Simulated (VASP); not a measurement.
# MgSi4N2 in VASP: a series of runs

The runs below take MgSi4N2 through single point, with PBE.

All numbers are computed with VASP 6.6.1; they aren't measurements. Logs are shortened: lines on timing, memory, paths and dates and some standing lists are left out, and cuts for length are marked.

## Step 1: The cell of the first run

The typed cell holds 7 atoms: a = 3.551 Å, b = 5.848 Å, c = 5.869 Å, α = 68.70°, β = 72.40°, γ = 72.33°.

## Step 2: Single point, PBE

Input file INCAR:

```
SYSTEM = MgSi4N2
PREC     = Accurate       ! precision mode
ENCUT    = 520            ! plane-wave cutoff, eV
EDIFF    = 1E-6           ! SCF threshold, eV
ISMEAR   = 0              ! smearing method
SIGMA    = 0.2            ! smearing width, eV
LREAL    = .FALSE.        ! projectors in reciprocal space
LASPH    = .TRUE.         ! aspherical terms in the spheres
NELM     = 100            ! most SCF steps
ALGO     = Normal         ! electronic algorithm
ISIF     = 2              ! what is computed and relaxed
LWAVE    = .FALSE.        ! write WAVECAR
LCHARG   = .FALSE.        ! write CHGCAR
GGA      = PE             ! functional
NBANDS   = 23             ! bands
```

Input file KPOINTS:

```
regular mesh
0
G
  6 6 6
  0 0 0
```

Input file POSCAR:

```
MgSi4N2
1.0
   -3.5511886066      0.0000877362     -0.0003257886
   -1.7751986252     -3.2965905069      4.4925426203
   -1.7752892727      3.3148300744      4.5055972046
Mg Si N
1 4 2
Direct
   -0.0002674580     -0.0000702601      0.0002139447
    0.3224380008      0.8604701625      0.4950679185
    0.6777505878      0.1398076980      0.5049022176
    0.3225190010      0.4953077415      0.8602661448
    0.6785067103      0.5047201692      0.1393073958
    0.4997883907      0.2108543308      0.7885598231
    0.4992647672      0.7889101582      0.2116825555
```

Potentials or basis: VASP PAW PBE potentials, release 64 (Mg, Si, N).

Run with:

```
$ cat potpaw_PBE.64/Mg/POTCAR potpaw_PBE.64/Si/POTCAR potpaw_PBE.64/N/POTCAR > POTCAR
$ mpirun -np 1 vasp_std > vasp.out
```

OUTCAR:

```text
SYSTEM = MgSi4N2
   PREC = Accurate
   ENCUT = 520
   EDIFF = 1E-6
   ISMEAR = 0
   LREAL = .FALSE.
   LASPH = .TRUE.
   NELM = 100
   ISIF = 2
   GGA = PE

 ion  position               nearest neighbor table
   1  1.000  1.000  0.000-   6 2.26   7 2.26   7 2.26   6 2.26   5 3.13   4 3.14   3 3.15   2 3.15
                             5 3.17   4 3.18   4 3.18   5 3.18   2 3.18   2 3.18   3 3.18   3 3.19
   2  0.322  0.860  0.495-   7 1.75   3 2.37   3 2.37   4 2.41   1 3.15   1 3.18   1 3.18
   3  0.678  0.140  0.505-   6 1.75   2 2.37   2 2.37   5 2.41   1 3.15   1 3.18   1 3.19
   4  0.323  0.495  0.860-   6 1.75   5 2.37   5 2.38   2 2.41   1 3.14   1 3.18   1 3.18
   5  0.679  0.505  0.139-   7 1.75   4 2.37   4 2.38   3 2.41   1 3.13   1 3.17   1 3.18
   6  0.500  0.211  0.789-   3 1.75   4 1.75   1 2.26   1 2.26
   7  0.499  0.789  0.212-   2 1.75   5 1.75   1 2.26   1 2.26

  LATTYP: Found a triclinic cell.
 ALAT       =     5.8685736422
 B/A-ratio  =     1.1265826883
 C/A-ratio  =     0.6051195468
 COS(alpha) =     0.0000382357
 COS(beta)  =     0.3024513149
 COS(gamma) =     0.5663632541

  Lattice vectors:

 A1 = (  -1.7752892727,   3.3148300744,   4.5055972046)
 A2 = (  -0.0000906475,   6.6114205813,   0.0130545843)
 A3 = (  -3.5511886066,   0.0000877362,  -0.0003257886)

Analysis of symmetry for initial positions (statically):
=====================================================================
 Subroutine PRICEL returns:
 Original cell was already a primitive cell.

 Routine SETGRP: Setting up the symmetry group for a
 triclinic supercell.

 Subroutine GETGRP returns: Found  1 space group operations
 (whereof  1 operations were pure point group operations)
 out of a pool of  2 trial point group operations.

The static configuration has the point symmetry C_1 .

Analysis of symmetry for dynamics (positions and initial velocities):
=====================================================================
 Subroutine PRICEL returns:
 Original cell was already a primitive cell.

 Routine SETGRP: Setting up the symmetry group for a
 triclinic supercell.

 Subroutine GETGRP returns: Found  1 space group operations
 (whereof  1 operations were pure point group operations)
 out of a pool of  2 trial point group operations.

The dynamic configuration has the point symmetry C_1 .

 Subroutine INISYM returns: Found  1 space group operations
 (whereof  1 operations are pure point group operations),
 and found     1 'primitive' translations

----------------------------------------------------------------------------------------

[... 110 lines left out ...]
   POTIM  = 0.5000    time-step for ionic-motion
   TEBEG  =    0.0;   TEEND  =   0.0 temperature during run
   PSTRESS=    0.0 pullay stress
   NELECT =      28.0000    total number of electrons
   NUPDOWN=      -1.0000    fix difference up-down
   EMIN   =  10.00;   EMAX   =-10.00  energy-range for DOS
   EFERMI =   0.00;   METHOD = LEGACY
   ISMEAR =     0;   SIGMA  =   0.20  broadening in eV -4-tet -1-fermi 0-gaus
   EFERMI_NEDOS =   21; number of points for ismear=-14 and -15
   IALGO  =     38    algorithm
   IMIX   =      4    mixing-type and parameters
     AMIX     =   0.40;   BMIX     =  1.00
     AMIX_MAG =   1.60;   BMIX_MAG =  1.00
  volume/ion in A,a.u.               =      15.09       101.84
  Fermi-wavevector in a.u.,A,eV,Ry     =   1.051621  1.987275 15.046763  1.105906
  Thomas-Fermi vector in A             =   2.186671
   LORBIT       =      0    0 simple, 1 ext, 2 COOP (PROOUT), +10 PAW based schemes
   GGA     = PE    functional components
   LHFCALC =     F    Hartree Fock is set to
   AEXX    =    0.0000 exact exchange contribution
   IVDW    =     0    specifies the selected vdW correction
   LEPSILON=     F    determine dielectric tensor
   LRPA    =     F    only Hartree local field effects (RPA)
 non-spin polarized calculation
 Gauss-broadening in eV      SIGMA  =   0.20
  energy-cutoff  :      520.00
  volume of cell :      105.63
 maximum number of plane-waves:      2869
 NGX is ok and might be reduce to    28

 number of electron      28.0000001 magnetization

 Free energy of the ion-electron system (eV)
  ---------------------------------------------------
  ext. energy  EPLUGINS =         0.00000000
  ---------------------------------------------------
  free energy    TOTEN  =       -41.95092517 eV

  energy without entropy =      -41.92982603  energy(sigma->0) =      -41.94037560

 E-fermi :   6.5410     XC(G=0):  -9.8713

 val. band max:        6.5146719035   @ k =   0.0000   0.5000  -0.0000
 cond. band min:       6.5466512190   @ k =   0.0000   0.5000   0.5000
 fundamental gap:      0.0319793155
 Fermi energy:         6.5410239438

 k-point     1 :       0.0000    0.0000    0.0000
  band No.  band energies     occupation
      1     -10.1173      2.00000
      2      -9.2667      2.00000
      3      -3.7911      2.00000
      4      -3.4863      2.00000
      5      -1.9835      2.00000
      6      -0.1531      2.00000
[... 613 lines left out ...]
     22      12.7093      0.00000
     23      13.3751      0.00000

 [... further k-points ...]

------------------------ aborting loop because EDIFF is reached ----------------------------------------

  FORCE on cell =-STRESS in cart. coord.  units (eV):
  Direction    XX          YY          ZZ          XY          YZ          ZX
  --------------------------------------------------------------------------------------
  -------------------------------------------------------------------------------------
  Total       -0.2028600     -0.2519084     -0.0210456      0.0076658     -0.0404940     -0.0061310
  in kB       -3.0768182     -3.8207436     -0.3192023      0.1162689     -0.6141802     -0.0929894
  external PRESSURE =      -2.4055880 kB  Pullay stress =       0.0000000 kB

 VOLUME and BASIS-vectors are now :
 -----------------------------------------------------------------------------
  energy-cutoff  :      520.00
  volume of cell :      105.63
      direct lattice vectors                 reciprocal lattice vectors
    -3.551188607  0.000087736 -0.000325789    -0.281585659  0.000215529 -0.111108565
    -1.775198625 -3.296590507  4.492542620    -0.000013966 -0.151473459  0.111435613
    -1.775289273  3.314830074  4.505597205    -0.000006436  0.151034594  0.110825389

 POSITION                                       TOTAL-FORCE (eV/Angst)
 -----------------------------------------------------------------------------------
     -5.32569     -3.29556      4.49287         0.002329     -0.000103     -0.001935
     -3.55143     -1.19552      6.09617         0.004052     -0.007957      0.014372
     -3.55135      1.21284      2.90276        -0.005005      0.012341     -0.026809
     -3.55182      1.21884      6.10110        -0.004954      0.015556      0.013968
     -3.55279     -1.20202      2.89492         0.007843     -0.010706      0.008894
     -3.54907      1.91889      4.50004        -0.001395     -0.012209      0.014502
     -3.54925     -1.89898      4.49781        -0.002870      0.003077     -0.022992
 -----------------------------------------------------------------------------------
    total drift:                               -0.000004     -0.000009      0.000010

  FREE ENERGIE OF THE ION-ELECTRON SYSTEM (eV)
  ---------------------------------------------------
  free  energy   TOTEN  =       -41.9509251724 eV

  energy  without entropy=      -41.9298260253  energy(sigma->0) =      -41.94037560
```

OSZICAR:

```text
N       E                     dE             d eps       ncg     rms          rms(c)
DAV:   1     0.876197955298E+02    0.87620E+02   -0.12076E+04  5208   0.104E+03
DAV:   2    -0.376713038876E+02   -0.12529E+03   -0.11796E+03  6698   0.189E+02
DAV:   3    -0.471533581248E+02   -0.94821E+01   -0.93969E+01  6710   0.533E+01
DAV:   4    -0.472920911246E+02   -0.13873E+00   -0.13861E+00  6218   0.741E+00
DAV:   5    -0.472941571213E+02   -0.20660E-02   -0.20657E-02  6869   0.876E-01    0.150E+01
DAV:   6    -0.420673063186E+02    0.52269E+01   -0.22742E+01  6218   0.297E+01    0.780E+00
DAV:   7    -0.420415574594E+02    0.25749E-01   -0.24862E+00  5580   0.975E+00    0.403E+00
DAV:   8    -0.419708813486E+02    0.70676E-01   -0.48725E-01  6449   0.391E+00    0.116E+00
DAV:   9    -0.419487801962E+02    0.22101E-01   -0.11688E-01  6553   0.212E+00    0.301E-01
DAV:  10    -0.419503852110E+02   -0.16050E-02   -0.12891E-02  6182   0.688E-01    0.161E-01
DAV:  11    -0.419509230190E+02   -0.53781E-03   -0.18455E-03  6132   0.245E-01    0.664E-02
DAV:  12    -0.419509139893E+02    0.90297E-05   -0.35979E-04  6743   0.121E-01    0.243E-02
DAV:  13    -0.419509215681E+02   -0.75789E-05   -0.78627E-05  6118   0.555E-02    0.721E-03
DAV:  14    -0.419509252742E+02   -0.37061E-05   -0.14402E-05  6612   0.191E-02    0.524E-03
DAV:  15    -0.419509251724E+02    0.10179E-06   -0.32901E-06  5939   0.102E-02
   1 F= -.41950925E+02 E0= -.41940376E+02  d E =-.210991E-01
```

It took 4.6 min on 1 thread of AMD EPYC 7R13 (Zen 3), shared host; peak memory 0.38 GiB.

What came out:

```yaml
Free_energy: -41.9509 eV
Pressure: -0.2 GPa
Largest_force: 0.030 eV/Å
Band_gap_on_the_k_mesh: zero (bands 14 and 15 overlap by 1.52 eV)
```

Forces in eV/Å, atoms in the order of the input:
```
Mg   0.002  0.000 -0.002
Si   0.004 -0.008  0.014
Si  -0.005  0.012 -0.027
Si  -0.005  0.016  0.014
Si   0.008 -0.011  0.009
N   -0.001 -0.012  0.015
N   -0.003  0.003 -0.023
```

Stress tensor (GPa, compression positive):
```
-0.31  0.01 -0.01
 0.01 -0.38 -0.06
-0.01 -0.06 -0.03
```

## Step 3: Single point, PBE

This run uses another cell than the first one, of the same volume but with other edges.

Input file INCAR:

```
ALGO     = Normal         # electronic algorithm
EDIFF    = 1E-6           # SCF threshold, eV
ENCUT    = 520            # plane-wave cutoff, eV
GGA      = PE             # functional
ISIF     = 2              # what is computed and relaxed
ISMEAR   = 0              # smearing method
LASPH    = T              # aspherical terms in the spheres
LCHARG   = T              # write CHGCAR
LELF     = T              # ELF
LREAL    = F              # projectors in reciprocal space
LVHAR    = T            
LWAVE    = F              # write WAVECAR
NBANDS   = 23             # bands
NELM     = 80             # most SCF steps
PREC     = Accurate       # precision mode
SIGMA    = 0.1            # smearing width, eV
```

Input file KPOINTS:

```
k-points
0
Gamma
  10 10 10
```

Input file POSCAR:

```
MgSi4N2
1.0
   -1.7809256308      3.2979746457      4.4949909817
    1.7809256308     -3.2979746457      4.4949909817
    1.7809256308      3.2979746457     -4.4949909817
Mg Si N
1 4 2
Direct
    0.0000000000      0.0000000000      0.0000000000
    0.4953835791      0.6781749815      0.8172085976
    0.5046164209      0.3218250185      0.1827914024
    0.8609663840      0.6781749815      0.1827914024
    0.1390336160      0.3218250185      0.8172085976
    0.7886906751      0.5000000000      0.2886906751
    0.2113093249      0.5000000000      0.7113093249
```

Potentials or basis: VASP PAW PBE potentials, release 64 (Mg, Si, N).

Run with:

```
$ cat potpaw_PBE.64/Mg/POTCAR potpaw_PBE.64/Si/POTCAR potpaw_PBE.64/N/POTCAR > POTCAR
$ mpirun -np 1 vasp_std > vasp.out
```

Run time: 12 min. Hardware: 1 thread of AMD EPYC 7R13 (Zen 3), shared host; peak memory 0.54 GiB.

The run converged. Its results:

```yaml
Free_energy: -41.9461 eV
Pressure: -0.2 GPa
Largest_force: 0.012 eV/Å
Band_gap_on_the_k_mesh: zero (bands 14 and 15 overlap by 1.52 eV)
```

Forces in eV/Å, atoms in the order of the input:
```
Mg   0.000  0.000  0.000
Si   0.000 -0.011  0.003
Si   0.000  0.011 -0.003
Si   0.000  0.011  0.003
Si   0.000 -0.011 -0.003
N    0.000 -0.005  0.000
N    0.000  0.005  0.000
```

Stress tensor (GPa, compression positive):
```
-0.24  0.00  0.00
 0.00 -0.25  0.00
 0.00  0.00 -0.14
```

Levels at points of the mesh, in eV from the Fermi level:
| k point | band 11 | band 12 | band 13 | band 14 | band 15 | band 16 | band 17 | band 18 |
| --- | --- | --- | --- | --- | --- | --- | --- | --- |
| (0.00, 0.00, 0.00) | -3.27 | -1.49 | -1.33 | 0.84 | 1.32 | 1.35 | 3.04 | 3.32 |
| (0.50, 0.00, 0.00) | -3.66 | -2.18 | -0.26 | -0.11 | 0.51 | 0.54 | 2.37 | 3.17 |
| (0.00, 0.50, 0.00) | -2.96 | -2.95 | -2.64 | -2.44 | 0.56 | 1.03 | 2.84 | 3.29 |
| (0.50, 0.50, 0.00) | -3.72 | -3.68 | -2.75 | -1.06 | 0.78 | 0.88 | 2.07 | 2.65 |
| (0.50, 0.50, 0.50) | -3.02 | -1.85 | -1.64 | -0.08 | 0.18 | 1.86 | 1.96 | 2.68 |

## Step 4: Single point, PBE

This run uses another cell than the first one, of the same volume but with other edges.

Input file INCAR:

```
SYSTEM = MgSi4N2
  ALGO = Normal
  EDIFF = 1E-6
  ENCUT = 520
  GGA = PE
  ISIF = 2
  ISMEAR = 0
  LASPH = .TRUE.
  LCHARG = .FALSE.
  LREAL = .FALSE.
  LWAVE = .FALSE.
  NBANDS = 23
  NELM = 80
  PREC = Accurate
  SIGMA = 0.1
```

Input file KPOINTS:

```
k-points
0
G
  10 10 10
  0 0 0
```

Input file POSCAR:

```
MgSi4N2
1.0
   -1.7806841088      3.2979830090      4.4952835032
    1.7806841088     -3.2979830090      4.4952835032
    1.7806841088      3.2979830090     -4.4952835032
Mg Si N
1 4 2
Direct
    0.0000000000      0.0000000000      0.0000000000
    0.4953713400      0.6781612541      0.8172100859
    0.5046286600      0.3218387459      0.1827899141
    0.8609511681      0.6781612541      0.1827899141
    0.1390488319      0.3218387459      0.8172100859
    0.7886471001      0.5000000000      0.2886471001
    0.2113528999      0.5000000000      0.7113528999
```

Run with:

```
$ cat potpaw_PBE.64/Mg/POTCAR potpaw_PBE.64/Si/POTCAR potpaw_PBE.64/N/POTCAR > POTCAR
$ mpirun -np 1 vasp_std > vasp.out
```

It took 11 min on 1 thread of AMD EPYC 7R13 (Zen 3), shared host; peak memory 0.54 GiB.

It converged, with:

- Free energy: -41.9461 eV
- Pressure: -0.2 GPa
- Largest force: 0.011 eV/Å
- Band gap on the k mesh: zero (bands 14 and 15 overlap by 1.52 eV)

Forces on the atoms (eV/Å):
```
Mg   0.000  0.000  0.000
Si   0.000 -0.010  0.006
Si   0.000  0.010 -0.006
Si   0.000  0.010  0.006
Si   0.000 -0.010 -0.006
N    0.000 -0.001  0.000
N    0.000  0.001  0.000
```

Stress tensor (GPa, compression positive):
```
-0.23  0.00  0.00
 0.00 -0.25  0.00
 0.00  0.00 -0.13
```

Levels at points of the mesh, in eV from the Fermi level:
```tsv
k point	band 12	band 13	band 14	band 15	band 16	band 17
(0.00, 0.00, 0.00)	-1.48	-1.33	0.84	1.32	1.35	3.04
(0.50, 0.00, 0.00)	-2.18	-0.26	-0.11	0.51	0.54	2.37
(0.00, 0.50, 0.00)	-2.96	-2.64	-2.45	0.56	1.03	2.83
(0.50, 0.50, 0.00)	-3.68	-2.76	-1.06	0.78	0.88	2.07
(0.50, 0.50, 0.50)	-1.85	-1.64	-0.08	0.18	1.86	1.96
```

The gap in the log of VASP goes by the Fermi energy; the results here count the filled bands.